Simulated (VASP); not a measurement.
K4Ti2Be, 7 atoms in the cell. It takes space group R-3m (No. 166, trigonal). Conventional cell: a = 5.602 Å, b = 5.602 Å, c = 25.443 Å, α = 90.00°, β = 90.00°, γ = 120.00°. Be (site symmetry -3m) has 2 Ti at 2.03 Å within 2.7 Å. K (site symmetry 3m) has 6 Ti at 3.37 to 4.49 Å and 3 Be at 3.41 Å and 7 K at 3.85 to 4.27 Å within 4.5 Å. K (site symmetry 3m) has 4 Ti at 3.27 to 3.43 Å and 7 K at 3.85 to 4.27 Å within 4.3 Å. Within 2.7 Å of Ti (site symmetry 3m) lie 1 Be at 2.03 Å. 

```yaml
Program: VASP 6.6.1
Task: single point
Functional: PBE
Potentials_or_basis: VASP PAW PBE potentials, release 64 (Be, K_sv, Ti_sv)
Cutoff: 520 eV
k_mesh: 4 × 4 × 4
Occupations: gaussian, width 0.1269 eV
Spin: no spin polarisation
Dipole_correction: no
Further_INCAR_settings: ALGO = Normal; EDIFF = 1e-06; NBANDS = 40
```

Potentials or basis: VASP PAW PBE potentials, release 64 (Be, K_sv, Ti_sv).

Launch:

```sh
$ cat potpaw_PBE.64/Be/POTCAR potpaw_PBE.64/K_sv/POTCAR potpaw_PBE.64/Ti_sv/POTCAR > POTCAR
$ mpirun -np 1 vasp_std > vasp.out
```

Hardware: 1 thread of AMD EPYC 7R43 64-Core Processor (Zen 3) (shared host).

Estimate the wall time of this run.

Wall time 4.8 min on 1 thread of AMD EPYC 7R43 64-Core Processor (Zen 3) (shared host), peak memory 0.35 GiB. Counts: scf iterations 16, k points 13.
